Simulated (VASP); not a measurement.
B5As4: single point with PBEsol

System: B5As4, a slab with vacuum.

```
B As
1.0
     3.37140    0.00000    0.00000
     0.00000    3.37140    0.00000
     0.00000    0.00000   24.53575
B As
5 4
Cartesian
  1.6857 1.6857 7.5000
  0.0000 0.0000 9.8839
  1.6857 1.6857 12.2679
  0.0000 0.0000 14.6518
  1.6857 1.6857 17.0358
  1.6857 0.0000 8.6920
  0.0000 1.6857 11.0759
  1.6857 0.0000 13.4598
  0.0000 1.6857 15.8438
```

```json
{"Program": "VASP 6.6.1", "Task": "single point", "Functional": "PBEsol", "Potentials or basis": "VASP PAW PBE potentials, release 64 (B, As)", "Cutoff": "520 eV", "k mesh": "8 × 8 × 1", "Occupations": "gaussian, width 0.05 eV", "Spin": "no spin polarisation"}
```

```yaml
Largest_force: 1.367 eV/Å
Band_gap_on_the_k_mesh: zero (an odd number of electrons rules out a gap without spin polarisation)
```

Forces in eV/Å, atoms in the order of the input:
```
B    0.000  0.000  1.256
B    0.000  0.000  0.173
B    0.000  0.000  0.000
B    0.000  0.000 -0.173
B    0.000  0.000 -1.256
As   0.000  0.000 -1.367
As   0.000  0.000 -0.181
As   0.000  0.000  0.181
As   0.000  0.000  1.367
```

Levels at points of the mesh, in eV from the Fermi level:
| k point | band 14 | band 15 | band 16 | band 17 | band 18 | band 19 | band 20 | band 21 | band 22 | band 23 |
| --- | --- | --- | --- | --- | --- | --- | --- | --- | --- | --- |
| (0.00, 0.00, 0.00) | -2.01 | -0.72 | -0.72 | -0.01 | 0.43 | 1.21 | 1.24 | 2.10 | 2.14 | 2.30 |
| (0.50, 0.00, 0.00) | -2.10 | -1.96 | -1.51 | -0.45 | 0.01 | 0.50 | 2.98 | 3.13 | 3.19 | 3.50 |
| (0.50, 0.50, 0.00) | -4.54 | -4.23 | -4.23 | -0.40 | -0.40 | -0.27 | 0.02 | 2.07 | 2.54 | 2.54 |

Run time: 97 s on 1 thread of Intel(R) Xeon(R) 6975P-C (Granite Rapids), with other jobs on the host, peak memory 0.43 GiB.

Caveat: the PAW data sets were made with another functional, which shifts forces and pressure a little; an odd number of electrons without spin polarisation forces a metal; a magnetic or distorted state may lie lower.
